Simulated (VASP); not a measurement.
A run of VASP 6.6.1:

The input INCAR:

```
ALGO = Fast
EDIFF = 1E-7
ENCUT = 520
GGA = PS
ISIF = 2
ISMEAR = 0
LASPH = T
LCHARG = F
LREAL = F
LWAVE = F
NBANDS = 13
NELM = 60
PREC = Accurate
SIGMA = 0.15
```

File KPOINTS:

```
k-points
0
Gamma
  24 24 20
```

The input POSCAR:

```
Mo
1.0
    2.9467392473      0.0000000000      0.0000000000
   -1.4733696237      2.5519510465      0.0000000000
    0.0000000000      0.0000000000      2.2019879758
Mo
1
Direct
    0.0000000000      0.0000000000      0.5000000000
```

Potentials or basis: VASP PAW PBE potentials, release 64 (Mo_sv).

Run with:

```sh
$ cat potpaw_PBE.64/Mo_sv/POTCAR > POTCAR
$ mpirun -np 1 vasp_std > vasp.out
```

Hardware: 1 thread of Intel(R) Xeon(R) Platinum 8375C CPU @ 2.90GHz (Ice Lake), on a shared host.

**Question.** How long does it take, and how much memory?

**Answer.** It took 66 s on 1 thread of Intel(R) Xeon(R) Platinum 8375C CPU @ 2.90GHz (Ice Lake) (shared host), peak memory 0.24 GiB. Counts: scf iterations 14, k points 671.
